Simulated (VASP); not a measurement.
# Si (P6_3/mmc) in VASP: notebook, part 3 of 3

VASP 6.6.1. The steps go on from the part before.

**4. Elastic constants, PBE**

This run uses another cell than the first one, of 18.49 Å³/atom.

Input file INCAR:

```
SYSTEM = Si
ALGO     = Normal         ! electronic algorithm
EDIFF    = 1E-8           ! SCF threshold, eV
ENCUT    = 600            ! plane-wave cutoff, eV
GGA      = PE             ! functional
IBRION   = 6              ! ionic algorithm
ISIF     = 3              ! what is computed and relaxed
ISMEAR   = 0              ! smearing method
LASPH    = .True.         ! aspherical terms in the spheres
LCHARG   = .True.         ! write CHGCAR
LREAL    = .False.        ! projectors in reciprocal space
LWAVE    = .False.        ! write WAVECAR
NELM     = 80             ! most SCF steps
NFREE    = 2            
NSW      = 1              ! ionic steps
POTIM    = 0.015          ! step
PREC     = Accurate       ! precision mode
SIGMA    = 0.01           ! smearing width, eV
```

Input file KPOINTS:

```
k-points
0
Gamma
  12 12 6
  0 0 0
```

Input file POSCAR:

```
Si
1.0
    3.7219058585      0.0000000000      0.0000000000
   -1.8609529293      3.2232650240      0.0000000000
    0.0000000000      0.0000000000      6.1663849445
Si
4
Direct
    0.3333333333      0.6666666667      0.0633710166
    0.6666666667      0.3333333333      0.5633710166
    0.3333333333      0.6666666667      0.4366289834
    0.6666666667      0.3333333333      0.9366289834
```

Potentials or basis: VASP PAW PBE potentials, release 64 (Si).

Launch:

```sh
cat potpaw_PBE.64/Si/POTCAR > POTCAR
mpirun -np 1 vasp_std > vasp.out
```

OUTCAR:

```text
SYSTEM = Si
   EDIFF = 1E-8
   ENCUT = 600
   GGA = PE
   IBRION = 6
   ISIF = 3
   ISMEAR = 0
   LASPH = .True.
   LREAL = .False.
   NELM = 80
   NFREE = 2
   NSW = 1
   POTIM = 0.015
   PREC = Accurate

 ion  position               nearest neighbor table
   1  0.333  0.667  0.063-   4 2.29   4 2.29   4 2.29   3 2.30
   2  0.667  0.333  0.563-   3 2.29   3 2.29   3 2.29   4 2.30
   3  0.333  0.667  0.437-   2 2.29   2 2.29   2 2.29   1 2.30
   4  0.667  0.333  0.937-   1 2.29   1 2.29   1 2.29   2 2.30

  LATTYP: Found a hexagonal cell.
 ALAT       =     3.7219058585
 C/A-ratio  =     1.6567815466

  Lattice vectors:

 A1 = (   3.7219058585,   0.0000000000,   0.0000000000)
 A2 = (  -1.8609529293,   3.2232650240,   0.0000000000)
 A3 = (   0.0000000000,   0.0000000000,   6.1663849445)

Analysis of symmetry for initial positions (statically):
=====================================================================
 Subroutine PRICEL returns:
 Original cell was already a primitive cell.

 Routine SETGRP: Setting up the symmetry group for a
 hexagonal supercell.

 Subroutine GETGRP returns: Found 24 space group operations
 (whereof 12 operations were pure point group operations)
 out of a pool of 24 trial point group operations.

The static configuration has the point symmetry D_3d.
 The point group associated with its full space group is D_6h.

Analysis of symmetry for dynamics (positions and initial velocities):
=====================================================================
 Subroutine PRICEL returns:
 Original cell was already a primitive cell.

 Routine SETGRP: Setting up the symmetry group for a
 hexagonal supercell.

 Subroutine GETGRP returns: Found 24 space group operations
 (whereof 12 operations were pure point group operations)
 out of a pool of 24 trial point group operations.

The dynamic configuration has the point symmetry D_3d.
 The point group associated with its full space group is D_6h.

 Subroutine INISYM returns: Found 24 space group operations
 (whereof 12 operations are pure point group operations),
 and found     1 'primitive' translations

----------------------------------------------------------------------------------------

                                     Primitive cell

  volume of cell :      73.9762

  direct lattice vectors                    reciprocal lattice vectors
     3.721905858  0.000000000  0.000000000     0.268679552  0.155122212  0.000000000
    -1.860952929  3.223265024  0.000000000     0.000000000  0.310244424  0.000000000
     0.000000000  0.000000000  6.166384944     0.000000000  0.000000000  0.162169571

  length of vectors
     3.721905858  3.721905859  6.166384944     0.310244424  0.310244424  0.162169571
[... 342 lines left out ...]
 Fermi energy:         6.9934979322

 k-point     1 :       0.0000    0.0000    0.0000
  band No.  band energies     occupation
      1      -5.8816      2.00000
      2      -3.4008      2.00000
      3      -0.7110      2.00000
      4       5.3141      2.00000
      5       5.3141      2.00000
      6       6.5633      2.00000
      7       6.9490      2.00000
      8       6.9490      2.00000
      9       8.2308      0.00000
     10       8.9118      0.00000
     11       8.9118      0.00000
     12       9.3258      0.00000
[... 331 lines left out ...]
 k-point    24 :       0.3333    0.0000    0.1667
  band No.  band energies     occupation
      1      -4.4486      2.00000
      2      -2.4413      2.00000
      3      -0.3238      2.00000
      4       1.8697      2.00000
      5       2.1129      2.00000
      6       4.0137      2.00000
      7       4.9419      2.00000
      8       5.4823      2.00000
      9       7.5668      0.00000
     10       8.9617      0.00000
     11       9.4600      0.00000
     12      10.5104      0.00000

 [... further k-points ...]

------------------------ aborting loop because EDIFF is reached ----------------------------------------

  FORCE on cell =-STRESS in cart. coord.  units (eV):
  Direction    XX          YY          ZZ          XY          YZ          ZX
  --------------------------------------------------------------------------------------
  -------------------------------------------------------------------------------------
  Total        5.1577569      5.1577569      4.8136804     -0.0000000      0.0000000     -0.0000000
  in kB      111.7067496    111.7067496    104.2547387     -0.0000000      0.0000000     -0.0000000
  external PRESSURE =     109.2227460 kB  Pullay stress =       0.0000000 kB
[... 19 lines left out ...]
  FREE ENERGIE OF THE ION-ELECTRON SYSTEM (eV)
  ---------------------------------------------------
  free  energy   TOTEN  =       -21.4123383794 eV

  energy  without entropy=      -21.4123383794  energy(sigma->0) =      -21.41233838

 INTERNAL STRAIN TENSORS FROM STRAINED CELLS
 ============================================

 INTERNAL STRAIN TENSOR FOR ION    1 for displacements in x,y,z  (eV/Angst):
          X           Y           Z          XY          YZ          ZX
  --------------------------------------------------------------------------------
  x     0.00000    -0.00000    -0.00000   -11.32141     0.00000    -9.08410
  y   -11.33795    11.35448    -0.00000    -0.00005    -9.07933    -0.00004
  z    -8.20650    -8.21215    14.89822    -0.00018    -0.00395     0.00000

 INTERNAL STRAIN TENSORS FROM DISPLACED ATOMS
 ============================================

 INTERNAL STRAIN TENSOR FOR ION    1 for displacements in x,y,z  (eV/Angst):
          X           Y           Z          XY          YZ          ZX
  --------------------------------------------------------------------------------
  x     0.00000    -0.00000     0.00000   -11.32486     0.00000    -9.08527
  y   -11.32486    11.32486     0.00000    -0.00000    -9.08527     0.00000
  z    -8.18795    -8.18795    14.83870     0.00000     0.00000    -0.00000

 INTERNAL STRAIN TENSOR FOR ION    4 for displacements in x,y,z  (eV/Angst):
          X           Y           Z          XY          YZ          ZX
  --------------------------------------------------------------------------------
  x    -0.00000     0.00000    -0.00000    11.32486    -0.00000     9.08527
  y    11.32486   -11.32486     0.00000     0.00000     9.08527    -0.00000
  z     8.18795     8.18795   -14.83870    -0.00000    -0.00000     0.00000

 Eigenvectors and eigenvalues of the dynamical matrix
 ----------------------------------------------------

   1 f  =   16.484724 THz   103.576575 2PiTHz  549.871202 cm-1    68.175309 meV
             X         Y         Z           dx          dy          dz
     -0.000000  2.148843  0.390770    -0.000000   -0.000000    0.500000
      1.860953  1.074422  3.473963    -0.000000   -0.000000    0.500000
     -0.000000  2.148843  2.692422     0.000000    0.000000   -0.500000
      1.860953  1.074422  5.775615     0.000000    0.000000   -0.500000
[... 64 lines left out ...]
  11 f  =    0.000000 THz     0.000001 2PiTHz    0.000006 cm-1     0.000001 meV
             X         Y         Z           dx          dy          dz
     -0.000000  2.148843  0.390770    -0.250349    0.432515   -0.015995
      1.860953  1.074422  3.473963    -0.250349    0.432515   -0.015995
     -0.000000  2.148843  2.692422    -0.250349    0.432515   -0.015995
      1.860953  1.074422  5.775615    -0.250349    0.432515   -0.015995

  12 f/i=    0.000000 THz     0.000003 2PiTHz    0.000014 cm-1     0.000002 meV
             X         Y         Z           dx          dy          dz
     -0.000000  2.148843  0.390770    -0.026984    0.002845    0.499263
      1.860953  1.074422  3.473963    -0.026984    0.002845    0.499263
     -0.000000  2.148843  2.692422    -0.026984    0.002845    0.499263
      1.860953  1.074422  5.775615    -0.026984    0.002845    0.499263

--------------------------------------------------------------------------------------------------------

 ELASTIC MODULI CONTR FROM IONIC RELAXATION (kBar)
 Direction    XX          YY          ZZ          XY          YZ          ZX
 --------------------------------------------------------------------------------
 XX        -556.2014    184.2188    337.0648      0.0000     -0.0000      0.0000
 YY         184.2188   -556.2014    337.0648      0.0000      0.0000     -0.0000
 ZZ         337.0648    337.0648   -610.8493     -0.0000      0.0000     -0.0000
 XY           0.0000      0.0000     -0.0000   -370.2101     -0.0000     -0.0000
 YZ          -0.0000      0.0000      0.0000     -0.0000   -230.9412      0.0000
 ZX          -0.0000      0.0000     -0.0000     -0.0000      0.0000   -230.9412
 --------------------------------------------------------------------------------

 TOTAL ELASTIC MODULI (kBar)
 Direction    XX          YY          ZZ          XY          YZ          ZX
 --------------------------------------------------------------------------------
 XX        2183.6702    790.5182    618.8299     -0.0000     -0.0000      0.0000
 YY         790.5182   2183.6702    618.8299     -0.0000      0.0000     -0.0000
 ZZ         618.8299    618.8299   2534.3704     -0.0000      0.0000     -0.0000
 XY          -0.0000     -0.0000     -0.0000    696.5760     -0.0000     -0.0000
 YZ          -0.0000      0.0000      0.0000     -0.0000    462.8782     -0.0000
 ZX          -0.0000      0.0000     -0.0000     -0.0000     -0.0000    462.8782
 --------------------------------------------------------------------------------
```

It took 39 min on 1 thread of Intel Xeon Platinum 8375C at 2.90GHz (Ice Lake), shared host; peak memory 0.72 GiB.

Results:

```
Voigt bulk modulus            : 122 GPa
Highest phonon frequency at Γ : 550 cm⁻¹
```

Phonon frequencies in cm⁻¹ (negative: imaginary):
```csv
q point,frequencies
"(0.000, 0.000, 0.000)",0 0 0 74 74 385 469 539 539 548 548 550
```

Elastic tensor in Voigt notation (GPa, in the Cartesian axes of the cell as first typed):
```
218  79  62   0   0   0
 79 218  62   0   0   0
 62  62 253   0   0   0
  0   0   0  46   0   0
  0   0   0   0  46   0
  0   0   0   0   0  70
```

Clamped-ion elastic tensor (GPa):
```
274  61  28   0   0   0
 61 274  28   0   0   0
 28  28 315   0   0   0
  0   0   0  69   0   0
  0   0   0   0  69   0
  0   0   0   0   0 107
```

Caveat: the cell is under stress, which shifts elastic constants.

**5. Elastic constants, PBE**

This run uses another cell than the first one, of 19.44 Å³/atom.

Input file INCAR:

```
PREC     = Accurate       # precision mode
ENCUT    = 600            # plane-wave cutoff, eV
EDIFF    = 1E-8           # SCF threshold, eV
ISMEAR   = 0              # smearing method
SIGMA    = 0.01           # smearing width, eV
LREAL    = False          # projectors in reciprocal space
LASPH    = True           # aspherical terms in the spheres
NELM     = 80             # most SCF steps
ALGO     = Normal         # electronic algorithm
ISIF     = 3              # what is computed and relaxed
LWAVE    = False          # write WAVECAR
LCHARG   = True           # write CHGCAR
GGA      = PE             # functional
IBRION   = 6              # ionic algorithm
NFREE    = 2            
POTIM    = 0.015          # step
NSW      = 1              # ionic steps
```

Input file KPOINTS:

```
Automatic mesh
0
Gamma
  12 12 6
```

Input file POSCAR:

```
Si
1.0
    3.7858288207      0.0000000000      0.0000000000
   -1.8929144104      3.2786239331      0.0000000000
    0.0000000000      0.0000000000      6.2635816136
Si
4
Direct
    0.3333333333      0.6666666667      0.0631346866
    0.6666666667      0.3333333333      0.5631346866
    0.3333333333      0.6666666667      0.4368653134
    0.6666666667      0.3333333333      0.9368653134
```

Launch:

```sh
cat potpaw_PBE.64/Si/POTCAR > POTCAR
mpirun -np 1 vasp_std > vasp.out
```

Wall time 44 min (1 thread of Oxide Virtual Turin-like, shared host); peak memory 0.7 GiB.

It converged, with:

```
Voigt bulk modulus            : 105 GPa
Highest phonon frequency at Γ : 523 cm⁻¹
```

Phonon frequencies in cm⁻¹ (negative: imaginary):
```
              q point                              frequencies
(0.000, 0.000, 0.000)  0 0 0 91 91 378 435 509 509 522 522 523
```

Elastic tensor in Voigt notation (GPa, in the Cartesian axes of the cell as first typed):
```
200  63  46   0   0   0
 63 200  46   0   0   0
 46  46 230   0   0   0
  0   0   0  48   0   0
  0   0   0   0  48   0
  0   0   0   0   0  69
```

Clamped-ion elastic tensor (GPa):
```
240  49  23   0   0   0
 49 240  23   0   0   0
 23  23 272   0   0   0
  0   0   0  65   0   0
  0   0   0   0  65   0
  0   0   0   0   0  96
```

Caveat: the cell is under stress, which shifts elastic constants.
